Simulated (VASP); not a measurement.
Crystal: GaO.

```
Ga O
1.0
     3.08136    0.00000    0.00000
    -1.54068    2.66853    0.00000
     0.00000    0.00000    2.90039
Ga O
1 1
Direct
  0.00000 0.00000 0.00000
  0.66667 0.33333 0.50000
```

The cell was generated, and may not be a known phase.

- Program: VASP 6.6.1
- Task: relaxation of cell and atoms
- Functional: PBE
- Potentials or basis: VASP PAW PBE potentials, release 64 (Ga_d, O)
- Cutoff: 600 eV
- k mesh: 6 × 6 × 6
- Occupations: gaussian, width 0.1 eV
- Spin: no spin polarisation

At the start: pressure 0.8 GPa; volume 11.92 Å³/atom.

**Question.** How do energy, volume and symmetry change on relaxing?

**Answer.** Over 4 steps the energy falls by 6.5 meV/atom and the volume is 11.86 Å³/atom (-0.6 %); space group P-6m2 (No. 187, to 0.1 Å) before and after.

Step by step:
```
step  energy change (eV)  largest force (eV/Å)  pressure (GPa)  volume (Å³)
   1              0.0000                0.0000            0.78        23.85
   2             -0.0114                0.0000           -1.38        24.04
   3             -0.0114                0.0000           -1.37        24.05
   4             -0.0130                0.0000           -0.04        23.72
```

Final structure:
```
Ga O
1.0
     3.04061    0.00000    0.00000
    -1.52031    2.63325    0.00000
     0.00000    0.00000    2.96226
Ga O
1 1
Direct
  0.00000 0.00000 0.00000
  0.66667 0.33333 0.50000
```

Caveat: the k points lie up to 0.40 Å⁻¹ apart in the final cell, too coarse for converged energies and pressures of a metal; an odd number of electrons without spin polarisation forces a metal; a magnetic or distorted state may lie lower.
